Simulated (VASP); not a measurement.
# Ru (P6_3/mmc) in VASP: further runs, part 2 of 2

VASP 6.6.1. The steps go on from the part before.

**3. Single point, LDA**

INCAR

```
SYSTEM = Ru
PREC     = Accurate       ! precision mode
ENCUT    = 520            ! plane-wave cutoff, eV
EDIFF    = 1E-6           ! SCF threshold, eV
ISMEAR   = -1             ! smearing method
SIGMA    = 0.3            ! smearing width, eV
LREAL    = .FALSE.        ! projectors in reciprocal space
LASPH    = .TRUE.         ! aspherical terms in the spheres
NELM     = 100            ! most SCF steps
ALGO     = Normal         ! electronic algorithm
ISIF     = 2              ! what is computed and relaxed
LWAVE    = .FALSE.        ! write WAVECAR
LCHARG   = .FALSE.        ! write CHGCAR
NBANDS   = 21             ! bands
```

KPOINTS

```
Automatic mesh
0
G
  13 13 8
  0 0 0
```

POSCAR

```
Ru
1.0
    2.6775346364      0.0000000000      0.0000000000
   -1.3387673182      2.3188130146      0.0000000000
    0.0000000000      0.0000000000      4.2181251212
Ru
2
Direct
    0.3333333333      0.6666666667      0.2500000000
    0.6666666667      0.3333333333      0.7500000000
```

Potentials or basis: VASP PAW LDA potentials, release 64 (Ru_pv).

On the command line:

```console
$ cat potpaw_LDA.64/Ru_pv/POTCAR > POTCAR
$ mpirun -np 1 vasp_std > vasp.out
```

OUTCAR:

```text
SYSTEM = Ru
   PREC = Accurate
   ENCUT = 520
   EDIFF = 1E-6
   ISMEAR = -1
   LREAL = .FALSE.
   LASPH = .TRUE.
   NELM = 100
   ISIF = 2

 ion  position               nearest neighbor table
   1  0.333  0.667  0.250-   2 2.61   2 2.61   2 2.61   2 2.61   2 2.61   2 2.61
   2  0.667  0.333  0.750-   1 2.61   1 2.61   1 2.61   1 2.61   1 2.61   1 2.61

  LATTYP: Found a hexagonal cell.
 ALAT       =     2.6775346364
 C/A-ratio  =     1.5753764914

  Lattice vectors:

 A1 = (   2.6775346364,   0.0000000000,   0.0000000000)
 A2 = (  -1.3387673182,   2.3188130146,   0.0000000000)
 A3 = (   0.0000000000,   0.0000000000,   4.2181251212)

Analysis of symmetry for initial positions (statically):
=====================================================================
 Subroutine PRICEL returns:
 Original cell was already a primitive cell.

 Routine SETGRP: Setting up the symmetry group for a
 hexagonal supercell.

 Subroutine GETGRP returns: Found 24 space group operations
 (whereof 12 operations were pure point group operations)
 out of a pool of 24 trial point group operations.

The static configuration has the point symmetry D_3d.
 The point group associated with its full space group is D_6h.

Analysis of symmetry for dynamics (positions and initial velocities):
=====================================================================
 Subroutine PRICEL returns:
 Original cell was already a primitive cell.

 Routine SETGRP: Setting up the symmetry group for a
 hexagonal supercell.

 Subroutine GETGRP returns: Found 24 space group operations
 (whereof 12 operations were pure point group operations)
 out of a pool of 24 trial point group operations.

The dynamic configuration has the point symmetry D_3d.
 The point group associated with its full space group is D_6h.

 Subroutine INISYM returns: Found 24 space group operations
 (whereof 12 operations are pure point group operations),
 and found     1 'primitive' translations

[... 110 lines left out ...]
   EFERMI_NEDOS =   21; number of points for ismear=-14 and -15
   IALGO  =     38    algorithm
   IMIX   =      4    mixing-type and parameters
     AMIX     =   0.40;   BMIX     =  1.00
     AMIX_MAG =   1.60;   BMIX_MAG =  1.00
  volume/ion in A,a.u.               =      13.09        88.37
  Fermi-wavevector in a.u.,A,eV,Ry     =   1.673995  3.163391 38.127038  2.802258
  Thomas-Fermi vector in A             =   2.758868
   LORBIT       =      0    0 simple, 1 ext, 2 COOP (PROOUT), +10 PAW based schemes
   GGA     = CA    functional components
   LHFCALC =     F    Hartree Fock is set to
   AEXX    =    0.0000 exact exchange contribution
   IVDW    =     0    specifies the selected vdW correction
   LEPSILON=     F    determine dielectric tensor
   LRPA    =     F    only Hartree local field effects (RPA)
 non-spin polarized calculation
  energy-cutoff  :      520.00
  volume of cell :       26.19
 maximum number of plane-waves:       724
 NGX is ok and might be reduce to    20
   NGX =  9   NGY =  9   NGZ = 15

 number of electron      27.9999992 magnetization

 Free energy of the ion-electron system (eV)
  ---------------------------------------------------
  ext. energy  EPLUGINS =         0.00000000
  ---------------------------------------------------
  free energy    TOTEN  =       -21.63275077 eV

  energy without entropy =      -21.11378697  energy(sigma->0) =      -21.37326887

 E-fermi :  13.4007     XC(G=0): -14.6013

 val. band max:       13.3929352188   @ k =   0.4615   0.0769   0.2500
 cond. band min:      13.4383946875   @ k =   0.0769   0.0000   0.3750
 fundamental gap:      0.0454594687
 Fermi energy:        13.4007107806

 k-point     1 :       0.0000    0.0000    0.0000
  band No.  band energies     occupation
      1     -30.2213      2.00000
      2     -29.1467      2.00000
      3     -29.1467      2.00000
      4     -28.9486      2.00000
      5     -28.9486      2.00000
      6     -28.8984      2.00000
[... 565 lines left out ...]
     20      23.3580      0.00000
     21      24.8934      0.00000

 [... further k-points ...]

------------------------ aborting loop because EDIFF is reached ----------------------------------------

  FORCE on cell =-STRESS in cart. coord.  units (eV):
  Direction    XX          YY          ZZ          XY          YZ          ZX
  --------------------------------------------------------------------------------------
  -------------------------------------------------------------------------------------
  Total        0.4237093      0.4237093      0.7465289      0.0000000      0.0000000      0.0000000
  in kB       25.9213917     25.9213917     45.6706244      0.0000000      0.0000000      0.0000000
  external PRESSURE =      32.5044692 kB  Pullay stress =       0.0000000 kB

 VOLUME and BASIS-vectors are now :
 -----------------------------------------------------------------------------
  energy-cutoff  :      520.00
  volume of cell :       26.19
      direct lattice vectors                 reciprocal lattice vectors
     2.677534636  0.000000000  0.000000000     0.373477895  0.215627563  0.000000000
    -1.338767318  2.318813015  0.000000000     0.000000000  0.431255127  0.000000000
     0.000000000  0.000000000  4.218125121     0.000000000  0.000000000  0.237072152

 POSITION                                       TOTAL-FORCE (eV/Angst)
 -----------------------------------------------------------------------------------
     -0.00000      1.54588      1.05453         0.000000     -0.000000      0.000000
      1.33877      0.77294      3.16359        -0.000000      0.000000      0.000000
 -----------------------------------------------------------------------------------
    total drift:                               -0.000000      0.000000     -0.000000

  FREE ENERGIE OF THE ION-ELECTRON SYSTEM (eV)
  ---------------------------------------------------
  free  energy   TOTEN  =       -21.6327507716 eV

  energy  without entropy=      -21.1137869662  energy(sigma->0) =      -21.37326887
```

OSZICAR:

```text
N       E                     dE             d eps       ncg     rms          rms(c)
DAV:   1     0.286186558228E+03    0.28619E+03   -0.17439E+04  4410   0.149E+03
DAV:   2    -0.170947487829E+02   -0.30328E+03   -0.29378E+03  4515   0.448E+02
DAV:   3    -0.230068848703E+02   -0.59121E+01   -0.58790E+01  5230   0.704E+01
DAV:   4    -0.230505000093E+02   -0.43615E-01   -0.43554E-01  5460   0.580E+00
DAV:   5    -0.230509413524E+02   -0.44134E-03   -0.43841E-03  5028   0.542E-01    0.203E+01
DAV:   6    -0.217353039189E+02    0.13156E+01   -0.29696E+00  5060   0.165E+01    0.579E+00
DAV:   7    -0.216441030380E+02    0.91201E-01   -0.41945E-01  5055   0.467E+00    0.132E+00
DAV:   8    -0.216328926005E+02    0.11210E-01   -0.20337E-02  4750   0.140E+00    0.290E-01
DAV:   9    -0.216327272194E+02    0.16538E-03   -0.29465E-04  5125   0.175E-01    0.291E-02
DAV:  10    -0.216327515076E+02   -0.24288E-04   -0.12219E-05  4875   0.347E-02    0.833E-03
DAV:  11    -0.216327507716E+02    0.73594E-06   -0.49202E-06  4969   0.217E-02
   1 F= -.21632751E+02 E0= -.21373269E+02  d E =-.518964E+00
```

It took 44 s on 1 thread of AMD EPYC 7R13, shared host; peak memory 0.13 GiB.

What came out:

| Item | Value |
| --- | --- |
| Free energy | -21.6328 eV |
| Pressure | 3.3 GPa |
| Band gap on the k mesh | zero (bands 14 and 15 overlap by 3.29 eV) |

Stress tensor (GPa, compression positive):
```
2.59 0.00 0.00
0.00 2.59 0.00
0.00 0.00 4.57
```

Caveat: the cell stands under pressure; so wide a smearing shifts energies and pressures.

**4. Single point, LDA**

INCAR

```
SYSTEM = Ru
ALGO     = Normal         ! electronic algorithm
EDIFF    = 1E-6           ! SCF threshold, eV
ENCUT    = 520            ! plane-wave cutoff, eV
ISIF     = 2              ! what is computed and relaxed
ISMEAR   = -1             ! smearing method
LASPH    = .TRUE.         ! aspherical terms in the spheres
LCHARG   = .FALSE.        ! write CHGCAR
LREAL    = .FALSE.        ! projectors in reciprocal space
LWAVE    = .FALSE.        ! write WAVECAR
NBANDS   = 21             ! bands
NELM     = 60             ! most SCF steps
PREC     = Accurate       ! precision mode
SIGMA    = 0.6            ! smearing width, eV
```

KPOINTS

```
k-points
0
G
  13 13 8
  0 0 0
```

POSCAR is that of step 3.

On the command line:

```console
$ cat potpaw_LDA.64/Ru_pv/POTCAR > POTCAR
$ mpirun -np 1 vasp_std > vasp.out
```

Wall time 43 s (1 thread of AMD EPYC 7R13, shared host); peak memory 0.13 GiB.

Results (log left out):

```yaml
Free_energy: -22.4809 eV
Pressure: 12.2 GPa
Band_gap_on_the_k_mesh: zero (bands 14 and 15 overlap by 3.28 eV)
```

Stress tensor (GPa, compression positive):
```
10.68  0.00  0.00
 0.00 10.68  0.00
 0.00  0.00 15.19
```

Levels at points of the mesh, in eV from the Fermi level:
```tsv
k point	band 11	band 12	band 13	band 14	band 15	band 16	band 17	band 18
(0.00, 0.00, 0.00)	-2.54	-2.04	-2.04	-1.52	-1.52	1.26	1.26	1.32
(0.00, 0.00, 0.50)	-2.97	-2.97	-2.85	-2.85	0.59	0.59	0.59	0.59
```

Caveat: the cell stands under pressure; so wide a smearing shifts energies and pressures.

**5. Single point, LDA**

INCAR

```
SYSTEM = Ru
PREC = Accurate
ENCUT = 520
EDIFF = 1E-7
ISMEAR = -1
SIGMA = 1.0
LREAL = .FALSE.
LASPH = .TRUE.
NELM = 80
ALGO = Normal
ISIF = 2
LWAVE = .FALSE.
LCHARG = .TRUE.
GGA = CA
LELF = .TRUE.
LVHAR = .TRUE.
NBANDS = 21
```

KPOINTS

```
regular mesh
0
G
  13 13 8
  0 0 0
```

POSCAR is that of step 4.

On the command line:

```console
$ cat potpaw_LDA.64/Ru_pv/POTCAR > POTCAR
$ mpirun -np 1 vasp_std > vasp.out
```

Run time: 49 s. Hardware: 1 thread of AMD EPYC 7R13, shared host; peak memory 0.13 GiB.

It converged, with:

| Property | Result |
| --- | --- |
| Free energy | -24.5832 eV |
| Pressure | 30.0 GPa |
| Band gap on the k mesh | zero (bands 14 and 15 overlap by 3.25 eV) |

Stress tensor (GPa, compression positive):
```
27.39  0.00  0.00
 0.00 27.39  0.00
 0.00  0.00 35.30
```

Levels at points of the mesh, in eV from the Fermi level:
```csv
k point,band 10,band 11,band 12,band 13,band 14,band 15,band 16,band 17,band 18,band 19
"(0.00, 0.00, 0.00)",-2.87,-2.62,-2.12,-2.12,-1.59,-1.59,1.16,1.20,1.20,10.14
"(0.00, 0.00, 0.50)",-3.05,-3.05,-3.05,-2.96,-2.96,0.53,0.53,0.53,0.53,10.15
```

Caveat: the cell stands under pressure; so wide a smearing shifts energies and pressures.

**6. Single point, LDA**

INCAR

```
  PREC = Accurate
  ENCUT = 520
  EDIFF = 1E-7
  ISMEAR = 0
  SIGMA = 0.01
  LREAL = F
  LASPH = T
  NELM = 60
  ALGO = Normal
  ISIF = 2
  LWAVE = F
  LCHARG = F
  NBANDS = 21
```

KPOINTS

```
regular mesh
0
Gamma
  13 13 8
```

POSCAR is that of step 5.

Potentials or basis: VASP PAW LDA potentials, release 64 (Ru_pv).

On the command line:

```console
$ cat potpaw_LDA.64/Ru_pv/POTCAR > POTCAR
$ mpirun -np 1 vasp_std > vasp.out
```

OUTCAR:

```text
PREC = Accurate
   ENCUT = 520
   EDIFF = 1E-7
   ISMEAR = 0
   LREAL = F
   LASPH = T
   NELM = 60
   ISIF = 2

 ion  position               nearest neighbor table
   1  0.333  0.667  0.250-   2 2.61   2 2.61   2 2.61   2 2.61   2 2.61   2 2.61
   2  0.667  0.333  0.750-   1 2.61   1 2.61   1 2.61   1 2.61   1 2.61   1 2.61

  LATTYP: Found a hexagonal cell.
 ALAT       =     2.6775346364
 C/A-ratio  =     1.5753764914

  Lattice vectors:

 A1 = (   2.6775346364,   0.0000000000,   0.0000000000)
 A2 = (  -1.3387673182,   2.3188130146,   0.0000000000)
 A3 = (   0.0000000000,   0.0000000000,   4.2181251212)

Analysis of symmetry for initial positions (statically):
=====================================================================
 Subroutine PRICEL returns:
 Original cell was already a primitive cell.

 Routine SETGRP: Setting up the symmetry group for a
 hexagonal supercell.

 Subroutine GETGRP returns: Found 24 space group operations
 (whereof 12 operations were pure point group operations)
 out of a pool of 24 trial point group operations.

[... 160 lines left out ...]
  ---------------------------------------------------
  free energy    TOTEN  =       -21.38932148 eV

  energy without entropy =      -21.38919051  energy(sigma->0) =      -21.38925599

 E-fermi :  13.4245     XC(G=0): -14.6040

 val. band max:       13.4221206058   @ k =   0.0769   0.0000   0.3750
 cond. band min:      13.4511707626   @ k =   0.3077   0.1538   0.2500
 fundamental gap:      0.0290501568
 Fermi energy:        13.4244504674

 k-point     1 :       0.0000    0.0000    0.0000
  band No.  band energies     occupation
      1     -30.2467      2.00000
      2     -29.1756      2.00000
      3     -29.1756      2.00000
      4     -28.9779      2.00000
      5     -28.9779      2.00000
      6     -28.9261      2.00000
[... 565 lines left out ...]
     20      23.3081      0.00000
     21      24.8816      0.00000

 [... further k-points ...]

------------------------ aborting loop because EDIFF is reached ----------------------------------------

  FORCE on cell =-STRESS in cart. coord.  units (eV):
  Direction    XX          YY          ZZ          XY          YZ          ZX
  --------------------------------------------------------------------------------------
  -------------------------------------------------------------------------------------
  Total        0.1602371      0.1602371      0.0622153      0.0000000      0.0000000      0.0000000
  in kB        9.8028738      9.8028738      3.8061668      0.0000000      0.0000000      0.0000000
  external PRESSURE =       7.8039714 kB  Pullay stress =       0.0000000 kB

 VOLUME and BASIS-vectors are now :
 -----------------------------------------------------------------------------
  energy-cutoff  :      520.00
  volume of cell :       26.19
      direct lattice vectors                 reciprocal lattice vectors
     2.677534636  0.000000000  0.000000000     0.373477895  0.215627563  0.000000000
    -1.338767318  2.318813015  0.000000000     0.000000000  0.431255127  0.000000000
     0.000000000  0.000000000  4.218125121     0.000000000  0.000000000  0.237072152

 POSITION                                       TOTAL-FORCE (eV/Angst)
 -----------------------------------------------------------------------------------
     -0.00000      1.54588      1.05453        -0.000000      0.000000      0.000000
      1.33877      0.77294      3.16359         0.000000      0.000000      0.000000
 -----------------------------------------------------------------------------------
    total drift:                               -0.000000      0.000000     -0.000000

  FREE ENERGIE OF THE ION-ELECTRON SYSTEM (eV)
  ---------------------------------------------------
  free  energy   TOTEN  =       -21.3893214759 eV

  energy  without entropy=      -21.3891905068  energy(sigma->0) =      -21.38925599
```

It took 51 s on 1 thread of AMD EPYC 7R13, shared host; peak memory 0.13 GiB.

What came out:

* Free energy: -21.3893 eV
* Pressure: 0.8 GPa
* Band gap on the k mesh: zero (bands 14 and 15 overlap by 3.28 eV)

Stress tensor (GPa, compression positive):
```
0.98 0.00 0.00
0.00 0.98 0.00
0.00 0.00 0.38
```

Levels at points of the mesh, in eV from the Fermi level:
```
           k point  band 11  band 12  band 13  band 14  band 15  band 16  band 17  band 18
(0.00, 0.00, 0.00)    -2.59    -2.08    -2.08    -1.56    -1.56     1.21     1.21     1.34
(0.00, 0.00, 0.50)    -3.00    -3.00    -2.87    -2.87     0.54     0.54     0.54     0.54
```

**7. Overview**

| spin | cell | k mesh | smearing | gap on the mesh (eV) | pressure (GPa) |
| --- | --- | --- | --- | --- | --- |
| collinear, ferromagnetic start | a = 2.678, b = 2.678, c = 4.215 Å, angles 90.0, 90.0, 120.0°, 2 atoms | 22 × 22 × 12 | fermi-dirac 0.05 eV | none | 1.0 |
| off | a = 2.678, b = 2.678, c = 4.218 Å, angles 90.0, 90.0, 120.0°, 2 atoms | 13 × 13 × 8 | fermi-dirac 0.3 eV | none | 3.3 |
| off | a = 2.678, b = 2.678, c = 4.218 Å, angles 90.0, 90.0, 120.0°, 2 atoms | 13 × 13 × 8 | fermi-dirac 0.6 eV | none | 12.2 |
| off | a = 2.678, b = 2.678, c = 4.218 Å, angles 90.0, 90.0, 120.0°, 2 atoms | 13 × 13 × 8 | fermi-dirac 1 eV | none | 30.0 |
| off | a = 2.678, b = 2.678, c = 4.218 Å, angles 90.0, 90.0, 120.0°, 2 atoms | 13 × 13 × 8 | gaussian 0.01 eV | none | 0.8 |

Alike in all rows: task single point; level LDA; potentials or basis VASP PAW LDA potentials, release 64 (Ru_pv); cutoff (eV) 520.

Caveats: the cell stands under pressure (at least some runs); so wide a smearing shifts energies and pressures (at least some runs); an empty level that is flat over the whole mesh can mark a ghost state of the potentials, or a narrow d or f band (at least some runs).

Absolute energies hang on the potentials; compare differences alone.
